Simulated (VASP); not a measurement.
A run of VASP 6.6.1:

INCAR

```
SYSTEM = BaS
PREC = Accurate
ENCUT = 520
EDIFF = 1E-6
ISMEAR = -1
SIGMA = 0.01
LREAL = .False.
LASPH = .True.
NELM = 80
ALGO = Normal
ISIF = 2
LWAVE = .False.
LCHARG = .True.
GGA = CA
LELF = .True.
LVHAR = .True.
NBANDS = 15
```

KPOINTS

```
Automatic mesh
0
Gamma
  7 7 7
  0 0 0
```

Contents of POSCAR:

```
BaS
1.0
    0.0000000000      3.1937500000      3.2256875000
    3.1937500000      0.0000000000      3.2256875000
    3.1937500000      3.1937500000      0.0000000000
Ba S
1 1
Direct
    0.0000000000      0.0000000000      0.0000000000
    0.5000000000      0.5000000000      0.5000000000
```

Potentials or basis: VASP PAW LDA potentials, release 64 (Ba_sv, S).

Run with:

```console
$ cat potpaw_LDA.64/Ba_sv/POTCAR potpaw_LDA.64/S/POTCAR > POTCAR
$ mpirun -np 1 vasp_std > vasp.out
```

Hardware: 1 thread of Intel(R) Xeon(R) Platinum 8259CL CPU @ 2.50GHz (Skylake/Cascade Lake), with other jobs on the host.

Task: How long does it take, and how much memory?

Result: Run time: 31 s on 1 thread of Intel(R) Xeon(R) Platinum 8259CL CPU @ 2.50GHz (Skylake/Cascade Lake), with other jobs on the host, peak memory 0.19 GiB. Counts: scf iterations 12, k points 40.
